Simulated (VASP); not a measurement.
# SrCl2 (Fm-3m) in VASP: further runs

The runs below take SrCl2 through single point, with r2SCAN, PBE-based screened hybrid.

Everything below comes from runs of VASP 6.6.1. Logs are shortened: lines on timing, memory, paths and dates and some standing lists are left out, and cuts for length are marked.

**1. The cell of the first run**

It takes space group Fm-3m (No. 225, cubic). The conventional cell has a = 6.977 Å, b = 6.977 Å, c = 6.977 Å, α = 90.00°, β = 90.00°, γ = 90.00°. Sr (site symmetry m-3m) has 8 Cl at 3.02 Å within 4.0 Å. Cl (site symmetry -43m) has 4 Sr at 3.02 Å and 6 Cl at 3.49 Å within 4.0 Å.

**2. Single point, r2SCAN**

The input, POSCAR:

```
SrCl2
1.0
    0.0000000000      3.4883500000      3.4883500000
    3.4883500000      0.0000000000      3.4883500000
    3.4883500000      3.4883500000      0.0000000000
Sr Cl
1 2
Direct
    0.0000000000      0.0000000000      0.0000000000
    0.7500000000      0.7500000000      0.7500000000
    0.2500000000      0.2500000000      0.2500000000
```

The input, INCAR.step1:

```
SYSTEM = SrCl2
PREC = Accurate
ENCUT = 520
ISMEAR = -1
SIGMA = 0.05
LREAL = .False.
LASPH = .True.
NELM = 80
NBANDS = 19
GGA = PE
ALGO = Normal
EDIFF = 1E-4
LWAVE = .True.
LCHARG = .False.
```

The input, INCAR.step2:

```
SYSTEM = SrCl2
PREC = Accurate
ENCUT = 520
EDIFF = 1E-6
ISMEAR = -1
SIGMA = 0.05
LREAL = .False.
LASPH = .True.
NELM = 80
ALGO = Normal
ISIF = 2
LWAVE = .False.
LCHARG = .True.
METAGGA = R2SCAN
LMIXTAU = .True.
LELF = .True.
LVHAR = .True.
NBANDS = 19
ISTART = 1
```

The input, KPOINTS:

```
Automatic mesh
0
Gamma
  4 4 4
  0 0 0
```

Potentials or basis: VASP PAW PBE potentials, release 64 (Sr_sv, Cl).

Launch:

```
$ cat potpaw_PBE.64/Sr_sv/POTCAR potpaw_PBE.64/Cl/POTCAR > POTCAR
$ cp INCAR.step1 INCAR
$ mpirun -np 1 vasp_std > vasp.out
$ cp INCAR.step2 INCAR
$ mpirun -np 1 vasp_std > vasp.out
```

OUTCAR:

```text
SYSTEM = SrCl2
   PREC = Accurate
   ENCUT = 520
   EDIFF = 1E-6
   ISMEAR = -1
   LREAL = .False.
   LASPH = .True.
   NELM = 80
   ISIF = 2
   METAGGA = R2SCAN
   ISTART = 1

 ion  position               nearest neighbor table
   1  0.000  0.000  0.000-   2 3.02   2 3.02   2 3.02   2 3.02   3 3.02   3 3.02   3 3.02   3 3.02

   2  0.750  0.750  0.750-   1 3.02   1 3.02   1 3.02   1 3.02
   3  0.250  0.250  0.250-   1 3.02   1 3.02   1 3.02   1 3.02

  LATTYP: Found a face centered cubic cell.
 ALAT       =     6.9767000000

  Lattice vectors:

 A1 = (   0.0000000000,   3.4883500000,   3.4883500000)
 A2 = (   3.4883500000,   0.0000000000,   3.4883500000)
 A3 = (   3.4883500000,   3.4883500000,   0.0000000000)

Analysis of symmetry for initial positions (statically):
=====================================================================
 Subroutine PRICEL returns:
 Original cell was already a primitive cell.

 Routine SETGRP: Setting up the symmetry group for a
 face centered cubic supercell.

 Subroutine GETGRP returns: Found 48 space group operations
 (whereof 48 operations were pure point group operations)
 out of a pool of 48 trial point group operations.

The static configuration has the point symmetry O_h .

Analysis of symmetry for dynamics (positions and initial velocities):
=====================================================================
 Subroutine PRICEL returns:
 Original cell was already a primitive cell.

 Routine SETGRP: Setting up the symmetry group for a
 face centered cubic supercell.

 Subroutine GETGRP returns: Found 48 space group operations
 (whereof 48 operations were pure point group operations)
 out of a pool of 48 trial point group operations.

The dynamic configuration has the point symmetry O_h .

 Subroutine INISYM returns: Found 48 space group operations
 (whereof 48 operations are pure point group operations),
 and found     1 'primitive' translations

----------------------------------------------------------------------------------------

                                     Primitive cell

  volume of cell :      84.8966

  direct lattice vectors                    reciprocal lattice vectors
     0.000000000  3.488350000  3.488350000    -0.143334241  0.143334241  0.143334241
     3.488350000  0.000000000  3.488350000     0.143334241 -0.143334241  0.143334241
     3.488350000  3.488350000  0.000000000     0.143334241  0.143334241 -0.143334241

  length of vectors
     4.933271880  4.933271880  4.933271880     0.248262188  0.248262188  0.248262188

  position of ions in fractional coordinates (direct lattice)
     0.000000000  0.000000000  0.000000000
     0.750000000  0.750000000  0.750000000
     0.250000000  0.250000000  0.250000000

  ion indices of the primitive-cell ions
   primitive index   ion index
                 1           1
                 2           2
                 3           3

----------------------------------------------------------------------------------------

 KPOINTS: Automatic mesh

Automatic generation of k-mesh.
 Grid dimensions read from file:
 generate k-points for:    4    4    4

 Generating k-lattice:

  Cartesian coordinates                     Fractional coordinates (reciprocal lattice)
    -0.035833560  0.035833560  0.035833560     0.250000000  0.000000000  0.000000000
     0.035833560 -0.035833560  0.035833560     0.000000000  0.250000000  0.000000000
     0.035833560  0.035833560 -0.035833560     0.000000000  0.000000000  0.250000000

  Length of vectors
     0.062065547  0.062065547  0.062065547

  Shift w.r.t. Gamma in fractional coordinates (k-lattice)
     0.000000000  0.000000000  0.000000000

 Subroutine IBZKPT returns following result:
 ===========================================

 Found      8 irreducible k-points:

 Following reciprocal coordinates:
            Coordinates               Weight
  0.000000  0.000000  0.000000      1.000000
  0.250000  0.000000  0.000000      8.000000
  0.500000  0.000000  0.000000      4.000000
  0.250000  0.250000  0.000000      6.000000
  0.500000  0.250000  0.000000     24.000000
 -0.250000  0.250000  0.000000     12.000000
  0.500000  0.500000  0.000000      3.000000
 -0.250000  0.500000  0.250000      6.000000
   k-points           NKPTS =      8   k-points in BZ     NKDIM =      8   number of bands    NBANDS=     19
   number of dos      NEDOS =    301   number of ions     NIONS =      3
   total plane-waves  NPLWV =  64000
   dimension x,y,z NGX =    40 NGY =   40 NGZ =   40
   dimension x,y,z NGXF=    80 NGYF=   80 NGZF=   80
   ions per type =               1   2
   NGX,Y,Z   is equivalent  to a cutoff of  13.48, 13.48, 13.48 a.u.
   NGXF,Y,Z  is equivalent  to a cutoff of  26.96, 26.96, 26.96 a.u.
 SYSTEM =  SrCl2
   PREC   = accura    normal or accurate (medium, high low for compatibility)
   ISTART =      1    job   : 0-new  1-cont  2-samecut
   ICHARG =      0    charge: 1-file 2-atom 10-const
   ISPIN  =      1    spin polarized calculation?
   LNONCOLLINEAR =      F non collinear calculations
   LSORBIT =      F    spin-orbit coupling
   LASPH  =      T    aspherical Exc in radial PAW
   ENCUT  =  520.0 eV  38.22 Ry    6.18 a.u.   9.17  9.17  9.17*2*pi/ulx,y,z
   NELM   =     80;   NELMIN=  2; NELMDL=  0     # of ELM steps
   EDIFF  = 0.1E-05   stopping-criterion for ELM
   LREAL  =      F    real-space projection
   EDIFFG = 0.1E-04   stopping-criterion for IOM
   NSW    =      0    number of steps for IOM
   IBRION =     -1    ionic relax: 0-MD 1-quasi-New 2-CG
   NFREE  =      0    steps in history (QN), initial steepest desc. (CG)
   ISIF   =      2    stress and relaxation
   ISYM   =      2    0-nonsym 1-usesym 2-fastsym
   POTIM  = 0.5000    time-step for ionic-motion
   TEBEG  =    0.0;   TEEND  =   0.0 temperature during run
   PSTRESS=    0.0 pullay stress
   NELECT =      24.0000    total number of electrons
   NUPDOWN=      -1.0000    fix difference up-down
   EMIN   =  10.00;   EMAX   =-10.00  energy-range for DOS
   EFERMI =   0.00;   METHOD = LEGACY
   ISMEAR =    -1;   SIGMA  =   0.05  broadening in eV -4-tet -1-fermi 0-gaus
   EFERMI_NEDOS =   21; number of points for ismear=-14 and -15
   IALGO  =     38    algorithm
   IMIX   =      4    mixing-type and parameters
     AMIX     =   0.40;   BMIX     =  1.00
     AMIX_MAG =   1.60;   BMIX_MAG =  1.00
  volume/ion in A,a.u.               =      28.30       190.97
  Fermi-wavevector in a.u.,A,eV,Ry     =   1.074439  2.030396 15.706833  1.154420
  Thomas-Fermi vector in A             =   2.210267
   LORBIT       =      0    0 simple, 1 ext, 2 COOP (PROOUT), +10 PAW based schemes
   METAGGA = R2SCAN    functional components
   LHFCALC =     F    Hartree Fock is set to
   AEXX    =    0.0000 exact exchange contribution
   IVDW    =     0    specifies the selected vdW correction
   LEPSILON=     F    determine dielectric tensor
   LRPA    =     F    only Hartree local field effects (RPA)
 non-spin polarized calculation
  energy-cutoff  :      520.00
  volume of cell :       84.90
 maximum number of plane-waves:      2302
 NGX is ok and might be reduce to    40
   NGX = 19   NGY = 19   NGZ = 19

 number of electron      24.0000003 magnetization

 Free energy of the ion-electron system (eV)
  ---------------------------------------------------
  ext. energy  EPLUGINS =         0.00000000
  ---------------------------------------------------
  free energy    TOTEN  =       -35.69596446 eV

  energy without entropy =      -35.69596446  energy(sigma->0) =      -35.69596446

 E-fermi :   0.8966     XC(G=0):  -8.7676

 val. band max:       -0.2207391842   @ k =   0.5000   0.5000   0.0000
 cond. band min:       5.7463002778   @ k =   0.0000   0.0000   0.0000
 fundamental gap:      5.9670394620
 Fermi energy:         0.8966170048

 k-point     1 :       0.0000    0.0000    0.0000
  band No.  band energies     occupation
      1     -34.1708      2.00000
      2     -15.5407      2.00000
      3     -15.5407      2.00000
      4     -15.5407      2.00000
      5     -14.1084      2.00000
      6     -13.2336      2.00000
[... 11 lines left out ...]
     18       9.4038      0.00000
     19       9.8475      0.00000

 k-point     2 :       0.2500    0.0000    0.0000
  band No.  band energies     occupation
      1     -34.1691      2.00000
      2     -15.7218      2.00000
      3     -15.5476      2.00000
      4     -15.5476      2.00000
      5     -13.8136      2.00000
      6     -13.3337      2.00000
[... 11 lines left out ...]
     18       9.1061      0.00000
     19      10.0823      0.00000

 k-point     3 :       0.5000    0.0000    0.0000
  band No.  band energies     occupation
      1     -34.1674      2.00000
      2     -15.8527      2.00000
      3     -15.5545      2.00000
      4     -15.5545      2.00000
      5     -13.6989      2.00000
      6     -13.2915      2.00000
[... 11 lines left out ...]
     18       9.1232      0.00000
     19       9.4416      0.00000

 k-point     4 :       0.2500    0.2500    0.0000
  band No.  band energies     occupation
      1     -34.1685      2.00000
      2     -15.7643      2.00000
      3     -15.5571      2.00000
      4     -15.5571      2.00000
      5     -13.6844      2.00000
      6     -13.3954      2.00000
[... 11 lines left out ...]
     18       9.0034      0.00000
     19       9.5960      0.00000

 k-point     5 :       0.5000    0.2500    0.0000
  band No.  band energies     occupation
      1     -34.1669      2.00000
      2     -15.8307      2.00000
      3     -15.6396      2.00000
      4     -15.5640      2.00000
      5     -13.5234      2.00000
      6     -13.3792      2.00000
[... 11 lines left out ...]
     18       9.4504      0.00000
     19      10.1504      0.00000

 k-point     6 :      -0.2500    0.2500    0.0000
  band No.  band energies     occupation
      1     -34.1674      2.00000
      2     -15.7719      2.00000
      3     -15.6605      2.00000
      4     -15.5545      2.00000
      5     -13.5551      2.00000
      6     -13.4052      2.00000
[... 11 lines left out ...]
     18       9.1382      0.00000
     19      10.2702      0.00000

 k-point     7 :       0.5000    0.5000    0.0000
  band No.  band energies     occupation
      1     -34.1663      2.00000
      2     -15.9229      2.00000
      3     -15.5735      2.00000
      4     -15.5735      2.00000
      5     -13.5466      2.00000
      6     -13.3063      2.00000
[... 11 lines left out ...]
     18       9.1954      0.00000
     19      10.5959      0.00000

 k-point     8 :      -0.2500    0.5000    0.2500
  band No.  band energies     occupation
      1     -34.1663      2.00000
      2     -15.7598      2.00000
      3     -15.7598      2.00000
      4     -15.5738      2.00000
      5     -13.4151      2.00000
      6     -13.4151      2.00000
[... 11 lines left out ...]
     18      10.1555      0.00000
     19      10.8636      0.00000

------------------------ aborting loop because EDIFF is reached ----------------------------------------

  FORCE on cell =-STRESS in cart. coord.  units (eV):
  Direction    XX          YY          ZZ          XY          YZ          ZX
  --------------------------------------------------------------------------------------
  -------------------------------------------------------------------------------------
  Total        0.1760866      0.1760866      0.1760866     -0.0000000      0.0000000      0.0000000
  in kB        3.3231248      3.3231248      3.3231248     -0.0000000      0.0000000      0.0000000
  external PRESSURE =       3.3231248 kB  Pullay stress =       0.0000000 kB

 VOLUME and BASIS-vectors are now :
 -----------------------------------------------------------------------------
  energy-cutoff  :      520.00
  volume of cell :       84.90
      direct lattice vectors                 reciprocal lattice vectors
     0.000000000  3.488350000  3.488350000    -0.143334241  0.143334241  0.143334241
     3.488350000  0.000000000  3.488350000     0.143334241 -0.143334241  0.143334241
     3.488350000  3.488350000  0.000000000     0.143334241  0.143334241 -0.143334241

 POSITION                                       TOTAL-FORCE (eV/Angst)
 -----------------------------------------------------------------------------------
      0.00000      0.00000      0.00000        -0.000000     -0.000000     -0.000000
      5.23252      5.23252      5.23252         0.000000      0.000000      0.000000
      1.74418      1.74418      1.74418        -0.000000     -0.000000     -0.000000
 -----------------------------------------------------------------------------------
    total drift:                               -0.000000     -0.000000      0.000000

  FREE ENERGIE OF THE ION-ELECTRON SYSTEM (eV)
  ---------------------------------------------------
  free  energy   TOTEN  =       -35.6959644573 eV

  energy  without entropy=      -35.6959644573  energy(sigma->0) =      -35.69596446
```

It took 57 s on 1 thread of AMD EPYC 9R14 (Zen 4), shared host; peak memory 0.22 GiB.

What came out:

```
Free energy            : -35.6960 eV
Pressure               : 0.3 GPa
Band gap on the k mesh : 5.97 eV, indirect (least direct gap 5.99 eV)
```

Caveat: the PAW data sets were made with another functional, which shifts forces and pressure a little. A k mesh can miss the band edges.

(Continued in part 2 of 2.)
